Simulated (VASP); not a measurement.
Set up this calculation in VASP 6.6.1, as the native input.

* Task: single point
* Functional: PBEsol
* Potentials or basis: VASP PAW PBE potentials, release 64 (Sn_d, O)
* Cutoff: 520 eV
* k mesh: 8 × 6 × 8
* Occupations: gaussian, width 0.05 eV
* Spin: no spin polarisation
* Dipole correction: no
* Further INCAR settings: ALGO = Normal; EDIFF = 1e-06; NBANDS = 28

The structure of SnO lies in POSCAR:

```
SnO
1.0
    3.3156061815      0.0000000000      0.0000000000
    0.0000000000      5.7049851891      0.0000000000
    0.0000000000      0.0000000000      3.8941648049
Sn O
2 2
Direct
    0.0000000000      0.2337892808      0.5261742991
    0.5000000000      0.7662107192      0.0261742991
    0.0133291384      0.8776098195      0.7238267009
    0.5133291384      0.1068970031      0.2238267009
```

This cell differs from its parent crystal: all O atoms moved +0.062 Å, as atom 3 along Cartesian [1 -1 0].

One way to write it, as run:

INCAR

```
SYSTEM = SnO
PREC     = Accurate       ! precision mode
ENCUT    = 520            ! plane-wave cutoff, eV
EDIFF    = 1E-6           ! SCF threshold, eV
ISMEAR   = 0              ! smearing method
SIGMA    = 0.05           ! smearing width, eV
LREAL    = .FALSE.        ! projectors in reciprocal space
LASPH    = .TRUE.         ! aspherical terms in the spheres
NELM     = 80             ! most SCF steps
ALGO     = Normal         ! electronic algorithm
ISIF     = 2              ! what is computed and relaxed
LWAVE    = .FALSE.        ! write WAVECAR
LCHARG   = .FALSE.        ! write CHGCAR
GGA      = PS             ! functional
NBANDS   = 28             ! bands
```

KPOINTS

```
Automatic mesh
0
G
  8 6 8
  0 0 0
```

Potentials or basis: VASP PAW PBE potentials, release 64 (Sn_d, O).

The run is started by

```sh
$ cat potpaw_PBE.64/Sn_d/POTCAR potpaw_PBE.64/O/POTCAR > POTCAR
$ mpirun -np 1 vasp_std > vasp.out
```

Results of the run:

```yaml
Pressure: 0.4 GPa
Largest_force: 0.618 eV/Å
Band_gap_on_the_k_mesh: 1.22 eV (least direct gap 1.82 eV)
```

Caveat: the cell differs from its parent crystal (all O atoms moved +0.062 Å, as atom 3 along Cartesian [1 -1 0]); the PAW data sets were made with another functional, which shifts forces and pressure a little; spin-orbit coupling is left out, which moves the levels of the heavy elements.

Wall time 6.8 min on 1 thread of Intel(R) Xeon(R) Platinum 8488C (Sapphire Rapids) (shared host), peak memory 0.42 GiB.
